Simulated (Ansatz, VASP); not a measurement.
# C in VASP and in Ansatz

```
CELL_PARAMETERS angstrom
0.00000 1.76577 1.76577
1.76577 0.00000 1.76577
1.76577 1.76577 0.00000
ATOMIC_POSITIONS crystal
C 0.50000 0.50000 0.50000
C 0.75000 0.75000 0.75000
```

Alike in both runs: functional LDA; k mesh 12 × 12 × 12; occupations gaussian, width 0.02 eV; no spin polarisation.

Ansatz relaxed the structure, and its values are those at the end. VASP's run is a single point on that final structure, the one shown.

|  | VASP | Ansatz |
| --- | --- | --- |
| version | VASP 6.6.1 | Ansatz 0.2.0 |
| potentials or method | VASP PAW LDA potentials, release 64 (C_h), cutoff 910 eV | scalar-relativistic, plane waves, PAW |
| valence electrons in the cell | 8 | 8 |

Ansatz gave:

| Item | Value |
| --- | --- |
| gap on the k mesh at the Fermi level (eV) | 4.21 |
| least direct gap on the mesh (eV) | 5.63 |

Problem. What did VASP give for the same quantities?

Solution. gap on the k mesh at the Fermi level (eV): 4.20; least direct gap on the mesh (eV): 5.63.

Ansatz warns that its potentials were made for another functional, while VASP's fit it. LDA's correlation is that of Perdew and Zunger in VASP and of Perdew and Wang (1992) in Ansatz.

Noted on VASP's run: the cutoff is short for stress, so the pressure is rough.
